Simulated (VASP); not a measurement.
Here is a VASP 6.6.1 calculation.

File POSCAR:

```
Be
1.0
    2.3196442300      0.0000000000      0.0000000000
   -1.1598221100      2.0088707900      0.0000000000
    0.0000000000      0.0000000000      3.6346456100
Be
2
Direct
    0.3333300000      0.6666700000      0.2500000000
    0.6666600000      0.3333300000      0.7500000000
```

INCAR.step1

```
SYSTEM = Be
ALGO     = Normal         ! electronic algorithm
EDIFF    = 1E-4           ! SCF threshold, eV
ENCUT    = 520            ! plane-wave cutoff, eV
GGA      = PE             ! functional
ISMEAR   = -1             ! smearing method
LASPH    = .True.         ! aspherical terms in the spheres
LCHARG   = .False.        ! write CHGCAR
LREAL    = .False.        ! projectors in reciprocal space
LWAVE    = .True.         ! write WAVECAR
NBANDS   = 9              ! bands
NELM     = 60             ! most SCF steps
PREC     = Accurate       ! precision mode
SIGMA    = 0.1            ! smearing width, eV
```

INCAR.step2

```
SYSTEM = Be
ALGO     = Normal         ! electronic algorithm
EDIFF    = 1E-6           ! SCF threshold, eV
ENCUT    = 520            ! plane-wave cutoff, eV
ISIF     = 2              ! what is computed and relaxed
ISMEAR   = -1             ! smearing method
ISTART   = 1            
LASPH    = .True.         ! aspherical terms in the spheres
LCHARG   = .False.        ! write CHGCAR
LMIXTAU  = .True.       
LREAL    = .False.        ! projectors in reciprocal space
LWAVE    = .False.        ! write WAVECAR
METAGGA  = R2SCAN         ! meta-GGA
NBANDS   = 9              ! bands
NELM     = 60             ! most SCF steps
PREC     = Accurate       ! precision mode
SIGMA    = 0.1            ! smearing width, eV
```

KPOINTS

```
k-points
0
Gamma
  16 16 9
  0 0 0
```

Potentials or basis: VASP PAW PBE potentials, release 64 (Be).

Launch:

```console
$ cat potpaw_PBE.64/Be/POTCAR > POTCAR
$ cp INCAR.step1 INCAR
$ mpirun -np 1 vasp_std > vasp.out
$ cp INCAR.step2 INCAR
$ mpirun -np 1 vasp_std > vasp.out
```

Q: What does it give for the pressure?

A: -7.4 GPa.

Q: Estimate the band gap on the k mesh.

A: Zero (bands 2 and 3 overlap by 1.69 eV).

Stress tensor (GPa, compression positive):
```
-7.55  0.00  0.00
 0.00 -7.55  0.00
 0.00  0.00 -7.24
```

Caveat: the cell stands under tension; the PAW data sets were made with another functional, which shifts forces and pressure a little.
